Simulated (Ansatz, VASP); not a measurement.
**Au: VASP beside Ansatz**

File INCAR:

```
SYSTEM = Au
ALGO = Fast ; EDIFF = 1E-6
ENCUT = 520 ; GGA = PS
ISIF = 2 ; ISMEAR = 0
LASPH = .TRUE. ; LCHARG = .FALSE.
LREAL = .FALSE. ; LWAVE = .FALSE.
NBANDS = 12 ; NELM = 60
PREC = Accurate ; SIGMA = 0.15
```

Contents of KPOINTS:

```
k-points
0
G
  22 22 22
  0 0 0
```

File POSCAR:

```
Au
1.0
    0.0000000000      1.7869088406      2.6803632609
    1.7869088406      0.0000000000      2.6803632609
    1.7869088406      1.7869088406      0.0000000000
Au
1
Direct
    0.0000000000      0.0000000000      0.0000000000
```

Input for Ansatz:

```yaml
crystal:
  lattice:
    - [0.0, 1.7869088406, 2.6803632609]
    - [1.7869088406, 0.0, 2.6803632609]
    - [1.7869088406, 1.7869088406, 0.0]
  atoms:
    - { symbol: Au, position: [0.0, 0.0, 0.0] }
basis:
  ecutwfc: 420
kpoints:
  mp_grid: { grid: [22, 22, 22] }
hamiltonian:
  xc: pbesol
scf:
  occupations: { method: gaussian, width: 0.15 }
output:
  forces: true
  stress: true
  eigenvalues: true
```

Alike in both runs: task single point; functional PBEsol; k mesh 22 × 22 × 22; occupations gaussian, width 0.15 eV; no spin polarisation.

```csv
,VASP,Ansatz
version,VASP 6.6.1,Ansatz 0.2.0
potentials or method,"VASP PAW PBE potentials, release 64 (Au), cutoff 520 eV","scalar-relativistic, plane waves, PAW"
valence electrons in the cell,11,19
```

Ansatz gave:

| Property | Result |
| --- | --- |
| gap on the k mesh at the Fermi level (eV) | none |
| pressure (GPa) | 20.5 |
| traceless stress, the component that is largest in VASP (GPa) | -30.51 |

Problem. Which values does VASP return?

Solution. gap on the k mesh at the Fermi level (eV): none; pressure (GPa): 20.2; traceless stress, the component that is largest in VASP (GPa): -30.42.

VASP's potentials were made for PBE, not for PBEsol. A gap of «none» marks a metal or a gap that the smearing closes. VASP's potentials hold 11 valence electrons a cell and Ansatz's 19, so a difference there can come from the potentials and not from the codes.

Spin-orbit coupling is off throughout.
